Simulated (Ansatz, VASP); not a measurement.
## MgO: VASP beside Ansatz

```
Mg O
1.0
     3.30347    0.00000    0.00000
    -1.65173    2.86089    0.00000
     0.00000    0.00000   10.03878
Mg O
4 4
Direct
  0.33333 0.66667 0.99040
  0.33333 0.66667 0.51325
  0.66667 0.33333 0.24744
  0.66667 0.33333 0.75622
  0.33333 0.66667 0.19009
  0.33333 0.66667 0.71086
  0.66667 0.33333 0.45525
  0.66667 0.33333 0.94570
```

Change from the starting cell: mode 4 frozen in at -0.000 Å and mode 10 at -0.115 Å (largest displacements).

Alike in both runs: task single point; functional PBEsol; k mesh 9 × 9 × 4; occupations gaussian, width 0.05 eV; no spin polarisation.

```csv
,VASP,Ansatz
version,VASP 6.6.1,Ansatz 0.2.0
potentials or method,"VASP PAW PBE potentials, release 64 (Mg, O), cutoff 600 eV","scalar-relativistic, plane waves, PAW"
valence electrons in the cell,32,64
```

|  | VASP | Ansatz | Ansatz less VASP |
| --- | --- | --- | --- |
| gap on the k mesh at the Fermi level (eV) | 3.30 | 3.30 | +0.007 |
| least direct gap on the mesh (eV) | 3.30 | 3.30 | +0.007 |
| pressure (GPa) | 0.0 | 0.4 | +0.43 |
| traceless stress, the component that is largest in VASP (GPa) | 0.35 | 0.31 | -0.041 |
| rms of the force components (eV/Å) | 0.255 | 0.251 | -0.0048 |

VASP's potentials were made for PBE, not for PBEsol, and Ansatz warns of the same on its side. Atom by atom the forces differ by 0.005 eV/Å (rms over components). VASP's potentials hold 32 valence electrons a cell and Ansatz's 64, so a difference there can come from the potentials and not from the codes.
